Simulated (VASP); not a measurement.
# HPbNO4 (Pmmn) in VASP: notebook

The runs below take HPbNO4 through single point, with B3LYP, PBE.

Program: VASP 6.6.1. These are calculated values, not measurements. Logs are shortened: lines on timing, memory, paths and dates and some standing lists are left out, and cuts for length are marked.

**1. The cell of the first run**

Symmetry: Pmmn, No. 59, orthorhombic system. Conventional cell: a = 4.925 Å, b = 5.597 Å, c = 7.243 Å, α = 90.00°, β = 90.00°, γ = 90.00°. H (site symmetry mm2) has 1 O at 0.97 Å within 1.3 Å. Pb (site symmetry mm2) has 11 O at 2.55 to 3.40 Å and 1 N at 2.98 Å and 4 H at 2.99 to 3.02 Å within 3.5 Å. Within 1.6 Å of N (site symmetry mm2) lie 3 O at 1.22 to 1.29 Å. Within 1.3 Å of O (site symmetry mm2) lie 1 H at 0.97 Å. O (site symmetry m) has 1 N at 1.29 Å within 1.7 Å. Within 1.6 Å of O (site symmetry mm2) lie 1 N at 1.22 Å.

**2. Single point, B3LYP**

Input file POSCAR:

```
HPbNO4
1.0
    4.9245300000      0.0000000000      0.0000000000
    0.0000000000      5.5972000000      0.0000000000
    0.0000000000      0.0000000000      7.2434700000
H Pb N O
2 2 2 8
Direct
    0.0000000000      0.5000000000      0.1931700000
    0.5000000000      0.0000000000      0.8068300000
    0.5000000000      0.5000000000      0.9525700000
    0.0000000000      0.0000000000      0.0474300000
    0.0000000000      0.0000000000      0.6365400000
    0.5000000000      0.5000000000      0.3634600000
    0.0000000000      0.5000000000      0.0586000000
    0.5000000000      0.0000000000      0.9414000000
    0.0000000000      0.1956900000      0.7299500000
    0.0000000000      0.8043100000      0.7299500000
    0.0000000000      0.0000000000      0.4675000000
    0.5000000000      0.6956900000      0.2700500000
    0.5000000000      0.3043100000      0.2700500000
    0.5000000000      0.5000000000      0.5325000000
```

Input file INCAR.step1:

```
SYSTEM = HPbNO4
PREC = Accurate
ENCUT = 520
EDIFF = 1E-5
ISMEAR = -1
SIGMA = 0.05
LREAL = .False.
LASPH = .True.
NELM = 100
ALGO = Normal
ISIF = 2
LWAVE = .True.
LCHARG = .False.
GGA = PE
NBANDS = 57
KPAR = 2
```

Input file INCAR.step2:

```
SYSTEM = HPbNO4
PREC = Accurate
ENCUT = 520
EDIFF = 1E-6
ISMEAR = -1
SIGMA = 0.05
LREAL = .False.
LASPH = .True.
NELM = 100
ALGO = Normal
ISIF = 2
LWAVE = .False.
LCHARG = .False.
GGA = B3
LHFCALC = .True.
AEXX = 0.2
AGGAX = 0.72
AGGAC = 0.81
ALDAC = 0.19
PRECFOCK = Fast
ISTART = 1
NBANDS = 57
KPAR = 2
```

Input file KPOINTS:

```
regular mesh
0
Gamma
  3 2 2
  0 0 0
```

Potentials or basis: VASP PAW PBE potentials, release 64 (H, Pb_d, N, O).

On the command line:

```
$ cat potpaw_PBE.64/H/POTCAR potpaw_PBE.64/Pb_d/POTCAR potpaw_PBE.64/N/POTCAR potpaw_PBE.64/O/POTCAR > POTCAR
$ cp INCAR.step1 INCAR
$ mpirun -np 2 vasp_std > vasp.out
$ cp INCAR.step2 INCAR
$ mpirun -np 2 vasp_std > vasp.out
```

OUTCAR:

```text
SYSTEM = HPbNO4
   PREC = Accurate
   ENCUT = 520
   EDIFF = 1E-6
   ISMEAR = -1
   LREAL = .False.
   LASPH = .True.
   NELM = 100
   ISIF = 2
   GGA = B3
   LHFCALC = .True.
   AEXX = 0.2
   PRECFOCK = Fast
   ISTART = 1

 ion  position               nearest neighbor table
   1  0.000  0.500  0.193-   7 0.97
   2  0.500  0.000  0.807-   8 0.97
   3  0.500  0.500  0.953-  12 2.55  13 2.55   7 2.58   7 2.58   8 2.80   8 2.80  14 3.04   4 3.79
                             4 3.79   4 3.79   4 3.79
   4  0.000  0.000  0.047-   9 2.55  10 2.55   8 2.58   8 2.58   7 2.80   7 2.80  11 3.04   3 3.79
                             3 3.79   3 3.79   3 3.79
   5  0.000  0.000  0.637-  11 1.22  10 1.29   9 1.29
   6  0.500  0.500  0.363-  14 1.22  13 1.29  12 1.29
   7  0.000  0.500  0.059-   1 0.97   3 2.58   3 2.58   4 2.80   4 2.80
   8  0.500  0.000  0.941-   2 0.97   4 2.58   4 2.58   3 2.80   3 2.80
   9  0.000  0.196  0.730-   5 1.29   4 2.55
  10  0.000  0.804  0.730-   5 1.29   4 2.55
  11  0.000  0.000  0.468-   5 1.22   4 3.04
  12  0.500  0.696  0.270-   6 1.29   3 2.55
  13  0.500  0.304  0.270-   6 1.29   3 2.55
  14  0.500  0.500  0.532-   6 1.22   3 3.04

  LATTYP: Found a simple orthorhombic cell.
 ALAT       =     4.9245300000
 B/A-ratio  =     1.1365957767
 C/A-ratio  =     1.4708956997

  Lattice vectors:

 A1 = (   4.9245300000,   0.0000000000,   0.0000000000)
 A2 = (   0.0000000000,   5.5972000000,   0.0000000000)
 A3 = (   0.0000000000,   0.0000000000,   7.2434700000)

Analysis of symmetry for initial positions (statically):
=====================================================================
 Subroutine PRICEL returns:
 Original cell was already a primitive cell.

 Routine SETGRP: Setting up the symmetry group for a
 simple orthorhombic supercell.

 Subroutine GETGRP returns: Found  8 space group operations
 (whereof  4 operations were pure point group operations)
 out of a pool of  8 trial point group operations.

The static configuration has the point symmetry C_2v.
 The point group associated with its full space group is D_2h.

Analysis of symmetry for dynamics (positions and initial velocities):
=====================================================================
 Subroutine PRICEL returns:
 Original cell was already a primitive cell.

 Routine SETGRP: Setting up the symmetry group for a
 simple orthorhombic supercell.

 Subroutine GETGRP returns: Found  8 space group operations
 (whereof  4 operations were pure point group operations)
 out of a pool of  8 trial point group operations.

The dynamic configuration has the point symmetry C_2v.
 The point group associated with its full space group is D_2h.

 Subroutine INISYM returns: Found  8 space group operations
 (whereof  4 operations are pure point group operations),
 and found     1 'primitive' translations

----------------------------------------------------------------------------------------

                                     Primitive cell

  volume of cell :     199.6560

  direct lattice vectors                    reciprocal lattice vectors
     4.924530000  0.000000000  0.000000000     0.203065064  0.000000000  0.000000000
     0.000000000  5.597200000  0.000000000     0.000000000  0.178660759  0.000000000
     0.000000000  0.000000000  7.243470000     0.000000000  0.000000000  0.138055380

  length of vectors
     4.924530000  5.597200000  7.243470000     0.203065064  0.178660759  0.138055380

  position of ions in fractional coordinates (direct lattice)
     0.000000000  0.500000000  0.193170000
     0.500000000  0.000000000  0.806830000
     0.500000000  0.500000000  0.952570000
     0.000000000  0.000000000  0.047430000
     0.000000000  0.000000000  0.636540000
     0.500000000  0.500000000  0.363460000
     0.000000000  0.500000000  0.058600000
     0.500000000  0.000000000  0.941400000
     0.000000000  0.195690000  0.729950000
     0.000000000  0.804310000  0.729950000
     0.000000000  0.000000000  0.467500000
     0.500000000  0.695690000  0.270050000
     0.500000000  0.304310000  0.270050000
     0.500000000  0.500000000  0.532500000

  ion indices of the primitive-cell ions
   primitive index   ion index
                 1           1
                 2           2
                 3           3
                 4           4
                 5           5
                 6           6
                 7           7
                 8           8
                 9           9
                10          10
                11          11
                12          12
                13          13
                14          14

----------------------------------------------------------------------------------------

 KPOINTS: regular mesh

Automatic generation of k-mesh.
 Grid dimensions read from file:
 generate k-points for:    3    2    2

 Generating k-lattice:

  Cartesian coordinates                     Fractional coordinates (reciprocal lattice)
     0.067688355  0.000000000  0.000000000     0.333333333  0.000000000  0.000000000
     0.000000000  0.089330379  0.000000000     0.000000000  0.500000000  0.000000000
     0.000000000  0.000000000  0.069027690     0.000000000  0.000000000  0.500000000

  Length of vectors
     0.067688355  0.089330379  0.069027690

  Shift w.r.t. Gamma in fractional coordinates (k-lattice)
     0.000000000  0.000000000  0.000000000

 Subroutine IBZKPT returns following result:
 ===========================================

 Found      8 irreducible k-points:

 Following reciprocal coordinates:
            Coordinates               Weight
  0.000000  0.000000  0.000000      1.000000
  0.333333  0.000000  0.000000      2.000000
  0.000000  0.500000  0.000000      1.000000
  0.333333  0.500000  0.000000      2.000000
  0.000000  0.000000  0.500000      1.000000
  0.333333  0.000000  0.500000      2.000000
  0.000000  0.500000  0.500000      1.000000
  0.333333  0.500000  0.500000      2.000000
   k-points           NKPTS =      8   k-points in BZ     NKDIM =     12   number of bands    NBANDS=     57
   number of dos      NEDOS =    301   number of ions     NIONS =     14
   total plane-waves  NPLWV =  90720
   dimension x,y,z NGX =    40 NGY =   42 NGZ =   54
   dimension x,y,z NGXF=    80 NGYF=   84 NGZF=  108
   ions per type =               2   2   2   8
   NGX,Y,Z   is equivalent  to a cutoff of  13.50, 12.47, 12.39 a.u.
   NGXF,Y,Z  is equivalent  to a cutoff of  27.01, 24.95, 24.79 a.u.
 SYSTEM =  HPbNO4
   PREC   = accura    normal or accurate (medium, high low for compatibility)
   ISTART =      1    job   : 0-new  1-cont  2-samecut
   ICHARG =      0    charge: 1-file 2-atom 10-const
   ISPIN  =      1    spin polarized calculation?
   LNONCOLLINEAR =      F non collinear calculations
   LSORBIT =      F    spin-orbit coupling
   LASPH  =      T    aspherical Exc in radial PAW
   ENCUT  =  520.0 eV  38.22 Ry    6.18 a.u.   9.16 10.41 13.47*2*pi/ulx,y,z
   NELM   =    100;   NELMIN=  2; NELMDL=  0     # of ELM steps
   EDIFF  = 0.1E-05   stopping-criterion for ELM
   LREAL  =      F    real-space projection
   EDIFFG = 0.1E-04   stopping-criterion for IOM
   NSW    =      0    number of steps for IOM
   IBRION =     -1    ionic relax: 0-MD 1-quasi-New 2-CG
   NFREE  =      0    steps in history (QN), initial steepest desc. (CG)
   ISIF   =      2    stress and relaxation
   ISYM   =      3    0-nonsym 1-usesym 2-fastsym
   POTIM  = 0.5000    time-step for ionic-motion
   TEBEG  =    0.0;   TEEND  =   0.0 temperature during run
   PSTRESS=    0.0 pullay stress
   NELECT =      88.0000    total number of electrons
   NUPDOWN=      -1.0000    fix difference up-down
   EMIN   =  10.00;   EMAX   =-10.00  energy-range for DOS
   EFERMI =   0.00;   METHOD = LEGACY
   ISMEAR =    -1;   SIGMA  =   0.05  broadening in eV -4-tet -1-fermi 0-gaus
   EFERMI_NEDOS =   21; number of points for ismear=-14 and -15
   IALGO  =     38    algorithm
   IMIX   =      1    mixing-type and parameters
     AMIX     =   0.40;   BMIX     =  1.00
     AMIX_MAG =   1.60;   BMIX_MAG =  1.00
  volume/ion in A,a.u.               =      14.26        96.24
  Fermi-wavevector in a.u.,A,eV,Ry     =   1.245876  2.354365 21.119072  1.552208
  Thomas-Fermi vector in A             =   2.380079
   LORBIT       =      0    0 simple, 1 ext, 2 COOP (PROOUT), +10 PAW based schemes
   GGA     = B3    functional components
   LHFCALC =     T    Hartree Fock is set to
   PRECFOCK=fast      Normal, Fast or Accurate (Low or Medium for compatibility)
   ENCUT4O =  -1.0   cutoff for four orbital integrals eV
   NKREDX  =     1    reduce k-point grid by
   NKREDY  =     1    reduce k-point grid by
   NKREDZ  =     1    reduce k-point grid by
   AEXX    =    0.2000 exact exchange contribution
   HFSCREEN=    0.0000 screening length (either q_TF or 0.3 A-1)
   HFSCREENC=   0.0000 screening length for correlation (either q_TF or 0.3 A-1)
   ENCUTFOCK=  -1.0 apply spherical cutoff to Coloumb kernel
   IVDW    =     0    specifies the selected vdW correction
   LEPSILON=     F    determine dielectric tensor
   LRPA    =     F    only Hartree local field effects (RPA)
 non-spin polarized calculation
  energy-cutoff  :      520.00
  volume of cell :      199.66
 maximum number of plane-waves:      5400
 NGX is ok and might be reduce to    40
  NGX = 20; NGY = 24; NGZ = 30

 number of electron      87.9999964 magnetization

 Free energy of the ion-electron system (eV)
  ---------------------------------------------------
  ext. energy  EPLUGINS =         0.00000000
  ---------------------------------------------------
  free energy    TOTEN  =       -99.71860071 eV

  energy without entropy =      -99.71860071  energy(sigma->0) =      -99.71860071

 E-fermi :   0.7501     XC(G=0):  -7.1686

 val. band max:       -0.4904005636   @ k =   0.3333   0.5000   0.5000
 cond. band min:       4.3023357939   @ k =   0.3333   0.5000   0.0000
 fundamental gap:      4.7927363575
 Fermi energy:         0.7500874153

 k-point     1 :       0.0000    0.0000    0.0000
  band No.  band energies     occupation
      1     -27.5271      2.00000
      2     -27.4935      2.00000
      3     -22.1449      2.00000
      4     -22.1230      2.00000
      5     -21.3270      2.00000
      6     -21.3125      2.00000
[... 48 lines left out ...]
     55      10.3527      0.00000
     56      11.1812      0.00000

 k-point     2 :       0.3333    0.0000    0.0000
  band No.  band energies     occupation
      1     -27.5177      2.00000
      2     -27.5007      2.00000
      3     -22.1359      2.00000
      4     -22.1247      2.00000
      5     -21.3227      2.00000
      6     -21.3154      2.00000
[... 48 lines left out ...]
     55      10.3178      0.00000
     56      10.9744      0.00000
[... 293 lines left out ...]
     55      11.3482      0.00000
     56      11.3482      0.00000

 k-point     8 :       0.3333    0.5000    0.5000
  band No.  band energies     occupation
      1     -27.5069      2.00000
      2     -27.5069      2.00000
      3     -22.1333      2.00000
      4     -22.1333      2.00000
      5     -21.3344      2.00000
      6     -21.3344      2.00000
[... 48 lines left out ...]
     55      11.0263      0.00000
     56      11.0263      0.00000
 [bands above 56 left out]

------------------------ aborting loop because EDIFF is reached ----------------------------------------

  FORCE on cell =-STRESS in cart. coord.  units (eV):
  Direction    XX          YY          ZZ          XY          YZ          ZX
  --------------------------------------------------------------------------------------
  -------------------------------------------------------------------------------------
  Total       -0.1009522     -0.5163551     -1.8377109      0.0000000      0.0000000      0.0000000
  in kB       -0.8101101     -4.1435901    -14.7470613      0.0000000      0.0000000      0.0000000
  external PRESSURE =      -6.5669205 kB  Pullay stress =       0.0000000 kB

 VOLUME and BASIS-vectors are now :
 -----------------------------------------------------------------------------
  energy-cutoff  :      520.00
  volume of cell :      199.66
      direct lattice vectors                 reciprocal lattice vectors
     4.924530000  0.000000000  0.000000000     0.203065064  0.000000000  0.000000000
     0.000000000  5.597200000  0.000000000     0.000000000  0.178660759  0.000000000
     0.000000000  0.000000000  7.243470000     0.000000000  0.000000000  0.138055380

 POSITION                                       TOTAL-FORCE (eV/Angst)
 -----------------------------------------------------------------------------------
      0.00000      2.79860      1.39922         0.000000      0.000000     -0.339142
      2.46226      0.00000      5.84425         0.000000      0.000000      0.339142
      2.46226      2.79860      6.89991         0.000000      0.000000     -0.123062
      0.00000      0.00000      0.34356         0.000000      0.000000      0.123062
      0.00000      0.00000      4.61076         0.000000      0.000000      0.002407
      2.46226      2.79860      2.63271         0.000000      0.000000     -0.002407
      0.00000      2.79860      0.42447         0.000000      0.000000      0.363626
      2.46226      0.00000      6.81900         0.000000      0.000000     -0.363626
      0.00000      1.09532      5.28737        -0.000000     -0.385033     -0.190668
      0.00000      4.50188      5.28737         0.000000      0.385033     -0.190668
      0.00000      0.00000      3.38632         0.000000      0.000000      0.291526
      2.46226      3.89392      1.95610        -0.000000     -0.385033      0.190668
      2.46226      1.70328      1.95610         0.000000      0.385033      0.190668
      2.46226      2.79860      3.85715         0.000000      0.000000     -0.291526
 -----------------------------------------------------------------------------------
    total drift:                               -0.000004      0.000003      0.000017

  FREE ENERGIE OF THE ION-ELECTRON SYSTEM (eV)
  ---------------------------------------------------
  free  energy   TOTEN  =       -99.7186007052 eV

  energy  without entropy=      -99.7186007052  energy(sigma->0) =      -99.71860071
```

It took 21 min on 2 MPI ranks of AMD EPYC 7R13 (Zen 3), shared host; peak memory 0.37 GiB.

Results:

```
Free energy            : -99.7186 eV
Pressure               : -0.7 GPa
Largest force          : 0.430 eV/Å
Band gap on the k mesh : 4.79 eV (least direct gap 4.83 eV)
```

Forces in eV/Å, atoms in the order of the input:
```
H    0.000  0.000 -0.339
H    0.000  0.000  0.339
Pb   0.000  0.000 -0.123
Pb   0.000  0.000  0.123
N    0.000  0.000  0.002
N    0.000  0.000 -0.002
O    0.000  0.000  0.364
O    0.000  0.000 -0.364
O    0.000 -0.385 -0.191
O    0.000  0.385 -0.191
O    0.000  0.000  0.292
O    0.000 -0.385  0.191
O    0.000  0.385  0.191
O    0.000  0.000 -0.292
```

Levels at points of the mesh, in eV from the valence-band top:
```
           k point  band 42  band 43  band 44  band 45  band 46  band 47
(0.00, 0.00, 0.00)    -1.24    -0.61    -0.27     5.00     5.79     7.01
(0.00, 0.50, 0.00)    -0.77    -0.40    -0.40     5.54     5.54     6.01
(0.00, 0.00, 0.50)    -1.31    -0.50    -0.40     5.08     5.69     6.15
(0.00, 0.50, 0.50)    -0.72    -0.33    -0.33     5.58     5.58     5.79
```

Caveat: the k points lie up to 0.56 Å⁻¹ apart; the standard files for N, O and F lose accuracy on very short bonds; the PAW data sets were made with another functional, which shifts forces and pressure a little; spin-orbit coupling is left out, which moves the levels of the heavy elements.

**3. Single point, PBE**

Input file INCAR:

```
SYSTEM = HPbNO4
ALGO = Normal
EDIFF = 1E-6
ENCUT = 520
GGA = PE
ISIF = 2
ISMEAR = -1
LASPH = .TRUE.
LCHARG = .FALSE.
LREAL = .FALSE.
LWAVE = .FALSE.
NBANDS = 57
NELM = 100
PREC = Accurate
SIGMA = 0.05
```

Input file KPOINTS:

```
k-points
0
G
  6 6 4
  0 0 0
```

POSCAR is that of step 2.

Potentials or basis: VASP PAW PBE potentials, release 64 (H, Pb_d, N, O).

On the command line:

```
$ cat potpaw_PBE.64/H/POTCAR potpaw_PBE.64/Pb_d/POTCAR potpaw_PBE.64/N/POTCAR potpaw_PBE.64/O/POTCAR > POTCAR
$ mpirun -np 1 vasp_std > vasp.out
```

It took 14 min on 1 thread of Intel Xeon 8259CL, shared host; peak memory 0.53 GiB.

It converged, with:

```yaml
Free_energy: -80.2973 eV
Pressure: 0.7 GPa
Largest_force: 0.568 eV/Å
Band_gap_on_the_k_mesh: 2.74 eV (least direct gap 2.81 eV)
```

Forces on the atoms (eV/Å):
```
H    0.000  0.000  0.126
H    0.000  0.000 -0.126
Pb   0.000  0.000 -0.029
Pb   0.000  0.000  0.029
N    0.000  0.000  0.198
N    0.000  0.000 -0.198
O    0.000  0.000 -0.110
O    0.000  0.000  0.110
O    0.000  0.267  0.169
O    0.000 -0.267  0.169
O    0.000  0.000 -0.568
O    0.000  0.267 -0.169
O    0.000 -0.267 -0.169
O    0.000  0.000  0.568
```

Stress tensor (GPa, compression positive):
```
-0.22  0.00  0.00
 0.00  0.73  0.00
 0.00  0.00  1.51
```

Levels at points of the mesh, in eV from the valence-band top:
| k point | band 40 | band 41 | band 42 | band 43 | band 44 | band 45 | band 46 | band 47 | band 48 | band 49 |
| --- | --- | --- | --- | --- | --- | --- | --- | --- | --- | --- |
| (0.00, 0.00, 0.00) | -1.58 | -1.38 | -1.27 | -0.31 | 0.00 | 3.16 | 3.84 | 5.16 | 5.24 | 5.46 |
| (0.50, 0.00, 0.00) | -1.29 | -0.63 | -0.63 | -0.16 | -0.16 | 3.40 | 3.40 | 4.83 | 4.83 | 5.83 |
| (0.00, 0.50, 0.00) | -1.24 | -0.70 | -0.70 | -0.30 | -0.30 | 3.62 | 3.62 | 4.18 | 4.18 | 5.50 |
| (0.50, 0.50, 0.00) | -1.20 | -0.36 | -0.36 | -0.06 | -0.06 | 2.74 | 2.74 | 4.20 | 4.20 | 5.92 |
| (0.00, 0.00, 0.50) | -1.50 | -1.40 | -1.33 | -0.21 | -0.10 | 3.21 | 3.77 | 4.31 | 5.17 | 5.34 |
| (0.50, 0.00, 0.50) | -1.31 | -0.66 | -0.66 | -0.15 | -0.15 | 3.47 | 3.47 | 4.65 | 4.65 | 5.69 |
| (0.00, 0.50, 0.50) | -1.38 | -0.67 | -0.67 | -0.22 | -0.22 | 3.65 | 3.65 | 3.95 | 3.95 | 5.21 |
| (0.50, 0.50, 0.50) | -1.19 | -0.33 | -0.33 | -0.06 | -0.06 | 2.85 | 2.85 | 3.98 | 3.98 | 5.50 |

Caveat: the standard files for N, O and F lose accuracy on very short bonds; spin-orbit coupling is left out, which moves the levels of the heavy elements.
